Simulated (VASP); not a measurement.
A run of VASP 6.6.1 is set up as follows.

INCAR

```
SYSTEM = Ta2F
ALGO = Normal
EDIFF = 1E-6
EDIFFG = -0.04
ENCUT = 600
GGA = PE
IBRION = 2
ISIF = 3
ISMEAR = 0
LASPH = .True.
LCHARG = .False.
LREAL = .False.
LWAVE = .False.
NELM = 80
NSW = 90
PREC = Accurate
SIGMA = 0.1
```

The input KPOINTS:

```
k-points
0
Gamma
  6 6 4
  0 0 0
```

Contents of POSCAR:

```
Ta2F
1.0
    2.9297570200      0.0000000000      0.0000000000
   -1.4648785100      2.5372440000      0.0000000000
    0.0000000000      0.0000000000      4.9692852400
Ta F
2 1
Direct
    0.3333333300      0.6666666700      0.7571563600
    0.6666666700      0.3333333300      0.2428436400
    0.0000000000      0.0000000000      0.0000000000
```

Potentials or basis: VASP PAW PBE potentials, release 64 (Ta_pv, F).

The run is started by

```console
$ cat potpaw_PBE.64/Ta_pv/POTCAR potpaw_PBE.64/F/POTCAR > POTCAR
$ mpirun -np 1 vasp_std > vasp.out
```

Predict the relaxed volume.

14.92 Å³/atom.

Estimate the space group after relaxing (to 0.05 Å).

P-3m1 (No. 164).

Final structure:
```cif
data_structure
_symmetry_space_group_name_H-M 'P 1'
_symmetry_Int_Tables_number 1
_cell_length_a 2.8243
_cell_length_b 2.8243
_cell_length_c 6.4810
_cell_angle_alpha 90.000
_cell_angle_beta 90.000
_cell_angle_gamma 120.000
_cell_volume 44.77
loop_
_atom_site_label
_atom_site_type_symbol
_atom_site_fract_x
_atom_site_fract_y
_atom_site_fract_z
_atom_site_occupancy
Ta1 Ta 0.33333 0.66667 0.69616 1
Ta2 Ta 0.66667 0.33333 0.30384 1
F1 F 0.00000 0.00000 0.00000 1
```

Caveat: the k points lie up to 0.43 Å⁻¹ apart in the final cell; the volume moved by over 15 % at a fixed basis, so the end points are rough; an odd number of electrons without spin polarisation forces a metal; a magnetic or distorted state may lie lower.
